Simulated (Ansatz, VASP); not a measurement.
Given: the input of a run of VASP 6.6.1 on AlN.

File INCAR:

```
SYSTEM = AlN
PREC = Accurate
ENCUT = 520
EDIFF = 1E-6
ISMEAR = -1
SIGMA = 0.05
LREAL = .FALSE.
LASPH = .TRUE.
NELM = 100
ALGO = Normal
ISIF = 2
LWAVE = .FALSE.
LCHARG = .TRUE.
GGA = CA
LELF = .TRUE.
LVHAR = .TRUE.
NBANDS = 11
```

File KPOINTS:

```
Automatic mesh
0
G
  11 11 11
  0 0 0
```

POSCAR

```
AlN
1.0
    0.0000000000      2.0208631053      2.0208631053
    2.0208631053      0.0000000000      2.0208631053
    2.0208631053      2.0208631053      0.0000000000
Al N
1 1
Direct
    0.5000000000      0.5000000000      0.5000000000
    0.0000000000      0.0000000000      0.0000000000
```

Potentials or basis: VASP PAW LDA potentials, release 64 (Al, N).

Launch:

```sh
$ cat potpaw_LDA.64/Al/POTCAR potpaw_LDA.64/N/POTCAR > POTCAR
$ mpirun -np 1 vasp_std > vasp.out
```

Q: Set up the same calculation for Ansatz 0.2.0. Potentials there: all-electron LAPW, scalar-relativistic.

A: As run (the cutoff follows the program's own potentials):

Contents of input.yaml:

```yaml
crystal:
  lattice:
    - [0.0, 2.0208631053, 2.0208631053]
    - [2.0208631053, 0.0, 2.0208631053]
    - [2.0208631053, 2.0208631053, 0.0]
  atoms:
    - { symbol: Al, position: [0.5, 0.5, 0.5] }
    - { symbol: "N", position: [0.0, 0.0, 0.0] }
kpoints:
  mp_grid: { grid: [11, 11, 11] }
scf:
  occupations: { method: fermi_dirac, width: 0.05 }
hamiltonian:
  xc: lda
  pseudopotentials: { kind: all_electron, lapw: { basis_error: 0.001 } }
output:
  forces: true
  stress: true
  eigenvalues: true
```

Potentials or basis: all-electron LAPW, scalar-relativistic.

Launch:

```console
$ ansatz run input.yaml --threads 1 --pin off --max-ram 3072MiB --backend cpu --events-out ev --progress --plain --runs-dir out
```

Both were run:

|  | VASP | Ansatz | Ansatz less VASP |
| --- | --- | --- | --- |
| gap on the k mesh at the Fermi level (eV) | 4.60 | 4.60 | -0.003 |
| least direct gap on the mesh (eV) | 5.79 | 5.78 | -0.012 |
| pressure (GPa) | -5.5 | -6.0 | -0.50 |

LDA's correlation is that of Perdew and Zunger in VASP and of Perdew and Wang (1992) in Ansatz. Ansatz ran all-electron here, and VASP with PAW potentials.
